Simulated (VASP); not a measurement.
Input of a VASP 6.6.1 run:

INCAR

```
PREC = Accurate ; ENCUT = 520
EDIFF = 1E-8 ; ISMEAR = -1
SIGMA = 0.02 ; LREAL = F
LASPH = T ; NELM = 60
ALGO = Normal ; ISIF = 2
LWAVE = F ; LCHARG = F
GGA = PE ; LEFG = T
NBANDS = 26
```

KPOINTS

```
Automatic mesh
0
Gamma
  13 13 7
```

The input POSCAR:

```
ZnS
1.0
    3.8227000000      0.0000000000      0.0000000000
   -1.9113500000      3.3105553110      0.0000000000
    0.0000000000      0.0000000000      6.2607000000
Zn S
2 2
Direct
    0.3333333333      0.6666666667      0.0000000000
    0.6666666667      0.3333333333      0.5000000000
    0.3333333333      0.6666666667      0.3748000000
    0.6666666667      0.3333333333      0.8748000000
```

Potentials or basis: VASP PAW PBE potentials, release 64 (Zn, S).

Run with:

```console
$ cat potpaw_PBE.64/Zn/POTCAR potpaw_PBE.64/S/POTCAR > POTCAR
$ mpirun -np 1 vasp_std > vasp.out
```

Estimate the pressure.

1.5 GPa.

Estimate the largest force.

0.006 eV/Å.

Predict the band gap on the k mesh.

2.17 eV.

Electric field gradients, principal values (V/Å²):
```csv
atom,least,middle,greatest (by size)
1 Zn,-0.295,-0.307,0.602
2 Zn,-0.295,-0.307,0.602
3 S,-1.091,-1.092,2.184
4 S,-1.091,-1.092,2.184
```

Caveat: without QUAD_EFG the Cq values of the log hold for a quadrupole moment of 1 mb, not for the nuclei. A k mesh can miss the band edges.
